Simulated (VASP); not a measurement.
# CdSe (P1) in VASP: a series of runs, part 2 of 2

VASP 6.6.1. Earlier steps stand in the parts before.

## (4) Single point, PBE

Input file INCAR:

```
SYSTEM = CdSe
PREC = Accurate ; ENCUT = 520
EDIFF = 1E-7 ; ISMEAR = 0
SIGMA = 0.01 ; LREAL = .False.
LASPH = .True. ; NELM = 60
ALGO = Normal ; ISIF = 2
LWAVE = .False. ; LCHARG = .True.
GGA = PE ; LELF = .True.
LVHAR = .True. ; NBANDS = 16
```

Input file KPOINTS:

```
regular mesh
0
Gamma
  4 4 4
  0 0 0
```

Input file POSCAR:

```
CdSe
1.0
    0.0229200000      3.0035200000      2.9919200000
    3.0399300000     -0.0147700000      3.0296100000
    3.1147700000      3.1160500000     -0.0896100000
Cd Se
1 1
Direct
    0.9378500000      0.0071100000      0.0465100000
    0.7006447791      0.7300565313      0.7946601717
```

Potentials or basis: VASP PAW PBE potentials, release 64 (Cd, Se).

Launch:

```console
$ cat potpaw_PBE.64/Cd/POTCAR potpaw_PBE.64/Se/POTCAR > POTCAR
$ mpirun -np 1 vasp_std > vasp.out
```

OUTCAR:

```text
SYSTEM = CdSe
   PREC = Accurate
   ENCUT = 520
   EDIFF = 1E-7
   ISMEAR = 0
   LREAL = .False.
   LASPH = .True.
   NELM = 60
   ISIF = 2
   GGA = PE

 ion  position               nearest neighbor table
   1  0.938  0.007  0.047-   2 2.55   2 2.65   2 2.69   2 2.73
   2  0.701  0.730  0.795-   1 2.55   1 2.65   1 2.69   1 2.73

  Warning from LATTYP: Got some problem with cell dimensions!
  Tried to take original basis but could not verify dimensions!
  LATTYP: Found a triclinic cell.
 ALAT       =     7.3453553690
 B/A-ratio  =     0.5810158757
 C/A-ratio  =     0.5999391634
 COS(alpha) =     0.0005969949
 COS(beta)  =     0.2834055953
 COS(gamma) =     0.8643992376

  Lattice vectors:

 A1 = (   2.9940900000,  -6.0218100000,  -2.9542300000)
 A2 = (   3.0170100000,  -3.0182900000,   0.0376900000)
 A3 = (  -3.1147700000,  -3.1160500000,   0.0896100000)

Analysis of symmetry for initial positions (statically):
=====================================================================
 Subroutine PRICEL returns:
 Original cell was already a primitive cell.

 Routine SETGRP: Setting up the symmetry group for a
 triclinic supercell.

 Subroutine GETGRP returns: Found  1 space group operations
 (whereof  1 operations were pure point group operations)
 out of a pool of  2 trial point group operations.

The static configuration has the point symmetry C_1 .

Analysis of symmetry for dynamics (positions and initial velocities):
=====================================================================
 Subroutine PRICEL returns:
 Original cell was already a primitive cell.

 Routine SETGRP: Setting up the symmetry group for a
 triclinic supercell.

 Subroutine GETGRP returns: Found  1 space group operations
 (whereof  1 operations were pure point group operations)
 out of a pool of  2 trial point group operations.

The dynamic configuration has the point symmetry C_1 .

 Subroutine INISYM returns: Found  1 space group operations
 (whereof  1 operations are pure point group operations),
 and found     1 'primitive' translations

----------------------------------------------------------------------------------------

                                     Primitive cell

  volume of cell :      57.4235

  direct lattice vectors                    reciprocal lattice vectors
     0.022920000  3.003520000  2.991920000    -0.164376833  0.169076194  0.165761045
     3.039930000 -0.014770000  3.029610000     0.167041683 -0.162323733  0.161673435
     3.114770000  3.116050000 -0.089610000     0.159232461  0.157179361 -0.159008584

  length of vectors
     4.239486172  4.291844511  4.406766355     0.288241612  0.283531687  0.274488721

  position of ions in fractional coordinates (direct lattice)
     0.937850000  0.007110000  0.046510000
     0.700644779  0.730056531  0.794660172

  ion indices of the primitive-cell ions
   primitive index   ion index
                 1           1
                 2           2

----------------------------------------------------------------------------------------

 KPOINTS: regular mesh

Automatic generation of k-mesh.
 Grid dimensions read from file:
 generate k-points for:    4    4    4

 Generating k-lattice:

  Cartesian coordinates                     Fractional coordinates (reciprocal lattice)
    -0.041094208  0.042269049  0.041440261     0.250000000 -0.000000000  0.000000000
     0.041760421 -0.040580933  0.040418359     0.000000000  0.250000000 -0.000000000
     0.039808115  0.039294840 -0.039752146     0.000000000 -0.000000000  0.250000000

  Length of vectors
     0.072060403  0.070882922  0.068622180

  Shift w.r.t. Gamma in fractional coordinates (k-lattice)
     0.000000000  0.000000000  0.000000000

 Subroutine IBZKPT returns following result:
 ===========================================

 Found     36 irreducible k-points:

 Following reciprocal coordinates:
            Coordinates               Weight
  0.000000  0.000000  0.000000      1.000000
  0.250000  0.000000  0.000000      2.000000
  0.500000  0.000000  0.000000      1.000000
  0.000000  0.250000  0.000000      2.000000
  0.250000  0.250000  0.000000      2.000000
  0.500000  0.250000 -0.000000      2.000000
[... 16 lines left out ...]
  0.000000 -0.250000  0.250000      2.000000
  0.250000 -0.250000  0.250000      2.000000
 [... further k-points ...]
   k-points           NKPTS =     36   k-points in BZ     NKDIM =     36   number of bands    NBANDS=     16
   number of dos      NEDOS =    301   number of ions     NIONS =      2
   total plane-waves  NPLWV =  36864
   dimension x,y,z NGX =    32 NGY =   32 NGZ =   36
   dimension x,y,z NGXF=    64 NGYF=   64 NGZF=   72
   ions per type =               1   1
   NGX,Y,Z   is equivalent  to a cutoff of  12.55, 12.40, 13.58 a.u.
   NGXF,Y,Z  is equivalent  to a cutoff of  25.10, 24.79, 27.16 a.u.
 SYSTEM =  CdSe
   PREC   = accura    normal or accurate (medium, high low for compatibility)
   ISTART =      0    job   : 0-new  1-cont  2-samecut
   ICHARG =      2    charge: 1-file 2-atom 10-const
   ISPIN  =      1    spin polarized calculation?
   LNONCOLLINEAR =      F non collinear calculations
   LSORBIT =      F    spin-orbit coupling
   LASPH  =      T    aspherical Exc in radial PAW
   ENCUT  =  520.0 eV  38.22 Ry    6.18 a.u.   7.88  7.98  8.19*2*pi/ulx,y,z
   NELM   =     60;   NELMIN=  2; NELMDL= -5     # of ELM steps
   EDIFF  = 0.1E-06   stopping-criterion for ELM
   LREAL  =      F    real-space projection
   EDIFFG = 0.1E-05   stopping-criterion for IOM
   NSW    =      0    number of steps for IOM
   IBRION =     -1    ionic relax: 0-MD 1-quasi-New 2-CG
   NFREE  =      0    steps in history (QN), initial steepest desc. (CG)
   ISIF   =      2    stress and relaxation
   ISYM   =      2    0-nonsym 1-usesym 2-fastsym
   POTIM  = 0.5000    time-step for ionic-motion
   TEBEG  =    0.0;   TEEND  =   0.0 temperature during run
   PSTRESS=    0.0 pullay stress
   NELECT =      18.0000    total number of electrons
   NUPDOWN=      -1.0000    fix difference up-down
   EMIN   =  10.00;   EMAX   =-10.00  energy-range for DOS
   EFERMI =   0.00;   METHOD = LEGACY
   ISMEAR =     0;   SIGMA  =   0.01  broadening in eV -4-tet -1-fermi 0-gaus
   EFERMI_NEDOS =   21; number of points for ismear=-14 and -15
   IALGO  =     38    algorithm
   IMIX   =      4    mixing-type and parameters
     AMIX     =   0.40;   BMIX     =  1.00
     AMIX_MAG =   1.60;   BMIX_MAG =  1.00
  volume/ion in A,a.u.               =      28.71       193.76
  Fermi-wavevector in a.u.,A,eV,Ry     =   1.112079  2.101525 16.826604  1.236721
  Thomas-Fermi vector in A             =   2.248650
   LORBIT       =      0    0 simple, 1 ext, 2 COOP (PROOUT), +10 PAW based schemes
   GGA     = PE    functional components
   LHFCALC =     F    Hartree Fock is set to
   AEXX    =    0.0000 exact exchange contribution
   IVDW    =     0    specifies the selected vdW correction
   LEPSILON=     F    determine dielectric tensor
   LRPA    =     F    only Hartree local field effects (RPA)
 non-spin polarized calculation
 Gauss-broadening in eV      SIGMA  =   0.01
  energy-cutoff  :      520.00
  volume of cell :       57.42
 maximum number of plane-waves:      1560
   NGX = 15   NGY = 15   NGZ = 17

 number of electron      17.9999997 magnetization

 Free energy of the ion-electron system (eV)
  ---------------------------------------------------
  ext. energy  EPLUGINS =         0.00000000
  ---------------------------------------------------
  free energy    TOTEN  =        -5.39693504 eV

  energy without entropy =       -5.39693504  energy(sigma->0) =       -5.39693504

 E-fermi :   0.9681     XC(G=0):  -8.7810

 val. band max:        0.9216907844   @ k =   0.0000   0.0000   0.0000
 cond. band min:       1.3696151920   @ k =   0.0000   0.0000   0.0000
 fundamental gap:      0.4479244076
 Fermi energy:         0.9681222244

 k-point     1 :       0.0000    0.0000    0.0000
  band No.  band energies     occupation
      1     -11.6780      2.00000
      2      -7.1573      2.00000
      3      -7.0771      2.00000
      4      -7.0638      2.00000
      5      -6.7507      2.00000
      6      -6.7488      2.00000
[... 8 lines left out ...]
     15      11.7960      0.00000
     16      11.8817      0.00000
[... 420 lines left out ...]
  band No.  band energies     occupation
      1     -11.2549      2.00000
      2      -6.9535      2.00000
      3      -6.8847      2.00000
      4      -6.8156      2.00000
      5      -6.7255      2.00000
      6      -6.4466      2.00000
[... 8 lines left out ...]
     15      12.7617      0.00000
     16      13.8371      0.00000

 [... further k-points ...]

------------------------ aborting loop because EDIFF is reached ----------------------------------------

  FORCE on cell =-STRESS in cart. coord.  units (eV):
  Direction    XX          YY          ZZ          XY          YZ          ZX
  --------------------------------------------------------------------------------------
  -------------------------------------------------------------------------------------
  Total        0.8594735      0.8881643      0.8872512     -0.7959336     -0.0131616      0.5212735
  in kB       23.9802344     24.7807378     24.7552613    -22.2074028     -0.3672233     14.5440904
  external PRESSURE =      24.5054112 kB  Pullay stress =       0.0000000 kB

 VOLUME and BASIS-vectors are now :
 -----------------------------------------------------------------------------
  energy-cutoff  :      520.00
  volume of cell :       57.42
      direct lattice vectors                 reciprocal lattice vectors
     0.022920000  3.003520000  2.991920000    -0.164376833  0.169076194  0.165761045
     3.039930000 -0.014770000  3.029610000     0.167041683 -0.162323733  0.161673435
     3.114770000  3.116050000 -0.089610000     0.159232461  0.157179361 -0.159008584

 POSITION                                       TOTAL-FORCE (eV/Angst)
 -----------------------------------------------------------------------------------
      0.18798      2.96167      2.82334        -0.242543      0.311864     -0.436536
      4.71056      4.56982      4.23685         0.242543     -0.311864      0.436536
 -----------------------------------------------------------------------------------
    total drift:                               -0.000311      0.000328      0.000056

  FREE ENERGIE OF THE ION-ELECTRON SYSTEM (eV)
  ---------------------------------------------------
  free  energy   TOTEN  =        -5.3969350359 eV

  energy  without entropy=       -5.3969350359  energy(sigma->0) =       -5.39693504
```

OSZICAR:

```text
N       E                     dE             d eps       ncg     rms          rms(c)
DAV:   1     0.104801357524E+03    0.10480E+03   -0.85230E+03  1152   0.100E+03
DAV:   2    -0.188638837751E+01   -0.10669E+03   -0.10148E+03  1392   0.247E+02
DAV:   3    -0.578295222249E+01   -0.38966E+01   -0.38894E+01  1328   0.486E+01
DAV:   4    -0.579938687696E+01   -0.16435E-01   -0.16433E-01  1552   0.317E+00
DAV:   5    -0.579949026143E+01   -0.10338E-03   -0.10338E-03  1352   0.220E-01    0.609E+00
DAV:   6    -0.541973080423E+01    0.37976E+00   -0.56198E-01  1672   0.891E+00    0.484E+00
DAV:   7    -0.539541948880E+01    0.24311E-01   -0.15988E-01  1440   0.263E+00    0.208E+00
DAV:   8    -0.539657585171E+01   -0.11564E-02   -0.15179E-02  1384   0.148E+00    0.259E-01
DAV:   9    -0.539679735280E+01   -0.22150E-03   -0.15892E-03  1384   0.513E-01    0.496E-02
DAV:  10    -0.539687821981E+01   -0.80867E-04   -0.18209E-04  1528   0.166E-01    0.456E-02
DAV:  11    -0.539693476369E+01   -0.56544E-04   -0.93184E-05  1424   0.616E-02    0.169E-02
DAV:  12    -0.539693434626E+01    0.41743E-06   -0.30101E-06  1432   0.216E-02    0.536E-03
DAV:  13    -0.539693504278E+01   -0.69652E-06   -0.19102E-06  1408   0.754E-03    0.296E-03
DAV:  14    -0.539693503590E+01    0.68774E-08   -0.63496E-08  1200   0.176E-03
   1 F= -.53969350E+01 E0= -.53969350E+01  d E =-.382281E-13
```

stdout:

```text
POSCAR found type information on POSCAR CdSe
 POSCAR found :  2 types and       2 ions
 scaLAPACK will be used
 LDA part: xc-table for (Slater+PW92), standard interpolation
 POSCAR, INCAR and KPOINTS ok, starting setup
 FFT: planning ... GRIDC
 FFT: planning ... GRID_SOFT
 FFT: planning ... GRID
 WAVECAR not read
 entering main loop
```

Run time: 20 s. Hardware: 1 thread of Intel Xeon Platinum 8375C at 2.90GHz (Ice Lake), shared host; peak memory 0.2 GiB.

What came out:

| Item | Value |
| --- | --- |
| Free energy | -5.3969 eV |
| Pressure | 2.5 GPa |
| Largest force | 0.589 eV/Å |
| Band gap on the k mesh | 0.45 eV, direct |

Forces in eV/Å, atoms in the order of the input:
```
Cd  -0.243  0.312 -0.437
Se   0.243 -0.312  0.437
```

Caveat: the k points lie up to 0.45 Å⁻¹ apart.

## (5) Single point, PBE

This run uses another cell than the first one, of 28.86 Å³/atom, 1.005 times its volume.

Input file INCAR:

```
PREC     = Accurate       # precision mode
ENCUT    = 520            # plane-wave cutoff, eV
EDIFF    = 1E-6           # SCF threshold, eV
ISMEAR   = 0              # smearing method
SIGMA    = 0.01           # smearing width, eV
LREAL    = F              # projectors in reciprocal space
LASPH    = T              # aspherical terms in the spheres
NELM     = 80             # most SCF steps
ALGO     = Normal         # electronic algorithm
ISIF     = 2              # what is computed and relaxed
LWAVE    = F              # write WAVECAR
LCHARG   = F              # write CHGCAR
GGA      = PE             # functional
NBANDS   = 16             # bands
```

Input file KPOINTS:

```
Automatic mesh
0
Gamma
  4 4 4
```

Input file POSCAR:

```
CdSe
1.0
    0.0229581365      3.0085175467      2.9968982455
    3.0449881291     -0.0147945758      3.0346509577
    3.1199526551      3.1212347849     -0.0897591018
Cd Se
1 1
Direct
    0.9378500000      0.0071100000      0.0465100000
    0.7039600000      0.7332900000      0.7914800000
```

Launch:

```console
$ cat potpaw_PBE.64/Cd/POTCAR potpaw_PBE.64/Se/POTCAR > POTCAR
$ mpirun -np 1 vasp_std > vasp.out
```

It took 20 s on 1 thread of Intel Xeon Platinum 8375C at 2.90GHz (Ice Lake), shared host; peak memory 0.2 GiB.

Results (log left out):

- Free energy: -5.4087 eV
- Pressure: 2.1 GPa
- Largest force: 0.494 eV/Å
- Band gap on the k mesh: 0.43 eV, direct

Forces in eV/Å, atoms in the order of the input:
```
Cd  -0.222  0.290 -0.332
Se   0.222 -0.290  0.332
```

Stress tensor (GPa, compression positive):
```
 2.04 -1.82  1.39
-1.82  2.10  0.05
 1.39  0.05  2.16
```

Levels at points of the mesh, in eV from the valence-band top:
```
           k point  band 7  band 8  band 9  band 10  band 11  band 12
(0.00, 0.00, 0.00)   -0.26   -0.12    0.00     0.43     5.48     5.95
(0.50, 0.00, 0.00)   -4.26   -0.99   -0.79     2.04     5.91     6.40
(0.00, 0.50, 0.00)   -4.53   -0.96   -0.78     2.34     6.28     6.45
(0.50, 0.50, 0.00)   -4.07   -1.99   -1.77     3.01     3.61     8.77
(0.00, 0.00, 0.50)   -4.37   -0.81   -0.57     2.43     6.32     6.67
(0.50, 0.00, 0.50)   -4.09   -1.92   -1.81     3.05     3.61     8.70
(0.00, 0.50, 0.50)   -4.10   -2.04   -1.70     2.86     3.80     8.81
(0.50, 0.50, 0.50)   -4.28   -0.96   -0.73     2.11     6.00     6.44
```

Caveat: the k points lie up to 0.45 Å⁻¹ apart.
